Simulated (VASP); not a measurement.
Sr:

```
Sr
1.0
     0.00000    3.03360    3.03360
     3.03360    0.00000    3.03360
     3.03360    3.03360    0.00000
Sr
1
Direct
  0.00000 0.00000 0.00000
```

```yaml
Program: VASP 6.6.1
Task: relaxation of cell and atoms
Functional: LDA
Potentials_or_basis: VASP PAW LDA potentials, release 64 (Sr_sv)
Cutoff: 600 eV
k_mesh: 10 × 10 × 10
Occupations: gaussian, width 0.01 eV
Spin: no spin polarisation
```

At the start: pressure -1.6 GPa; volume 55.83 Å³/atom.

Question: How do energy, volume and symmetry change on relaxing?

Answer: Over 4 steps the energy falls by 39.8 meV/atom and the volume is 48.35 Å³/atom (-13.4 %); space group Fm-3m (No. 225, to 0.1 Å) before and after.

The path:
```
step  energy change (eV)  largest force (eV/Å)  pressure (GPa)  volume (Å³)
   1              0.0000                0.0000           -1.57        55.83
   2             -0.0320                0.0000           -0.77        51.53
   3             -0.0397                0.0000           -0.12        48.83
   4             -0.0398                0.0000            0.01        48.35
```

Final structure:
```
CELL_PARAMETERS angstrom
0.00000 2.89146 2.89146
2.89146 0.00000 2.89146
2.89146 2.89146 0.00000
ATOMIC_POSITIONS crystal
Sr 0.00000 0.00000 0.00000
```
